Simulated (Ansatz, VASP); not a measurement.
One calculation of Ca, two programs

POSCAR

```
Ca
1.0
   -2.3646945100      2.3646945100      2.0099903335
    2.3646945100     -2.3646945100      2.0099903335
    2.3646945100      2.3646945100     -2.0099903335
Ca
1
Direct
    0.0000000000      0.0000000000      0.0000000000
```

The input INCAR.step1:

```
PREC = Accurate
ENCUT = 520
ISMEAR = 0
SIGMA = 0.15
LREAL = False
LASPH = True
NELM = 80
NBANDS = 11
GGA = PE
ALGO = Normal
EDIFF = 1E-4
LWAVE = True
LCHARG = False
```

File INCAR.step2:

```
PREC = Accurate
ENCUT = 520
EDIFF = 1E-7
ISMEAR = 0
SIGMA = 0.15
LREAL = False
LASPH = True
NELM = 80
ALGO = Normal
ISIF = 2
LWAVE = False
LCHARG = True
METAGGA = R2SCAN
LMIXTAU = True
LELF = True
LVHAR = True
NBANDS = 11
ISTART = 1
```

Contents of KPOINTS:

```
Automatic mesh
0
Gamma
  16 16 16
```

Input for Ansatz:

```yaml
crystal:
  lattice:
    - [-2.36469451, 2.36469451, 2.0099903335]
    - [2.36469451, -2.36469451, 2.0099903335]
    - [2.36469451, 2.36469451, -2.0099903335]
  atoms:
    - { symbol: Ca, position: [0.0, 0.0, 0.0] }
basis:
  ecutwfc: 500
kpoints:
  mp_grid: { grid: [16, 16, 16] }
hamiltonian:
  xc: r2scan
scf:
  occupations: { method: gaussian, width: 0.15 }
output:
  forces: true
  stress: true
  eigenvalues: true
```

Alike in both runs: task single point; functional r2SCAN; k mesh 16 × 16 × 16; occupations gaussian, width 0.15 eV; no spin polarisation.

|  | VASP | Ansatz |
| --- | --- | --- |
| version | VASP 6.6.1 | Ansatz 0.2.0 |
| potentials or method | VASP PAW PBE potentials, release 64 (Ca_sv), cutoff 520 eV | scalar-relativistic, plane waves, PAW |
| valence electrons in the cell | 10 | 10 |

Ansatz gave:

```
gap on the k mesh at the Fermi level (eV)                     : none
pressure (GPa)                                                : -0.7
traceless stress, the component that is largest in VASP (GPa) : 0.93
```

Task: What did VASP give for the same quantities?

Result: gap on the k mesh at the Fermi level (eV): none; pressure (GPa): -0.6; traceless stress, the component that is largest in VASP (GPa): 0.94.

VASP's potentials were made for PBE, not for r2SCAN. A gap of «none» marks a metal or a gap that the smearing closes.
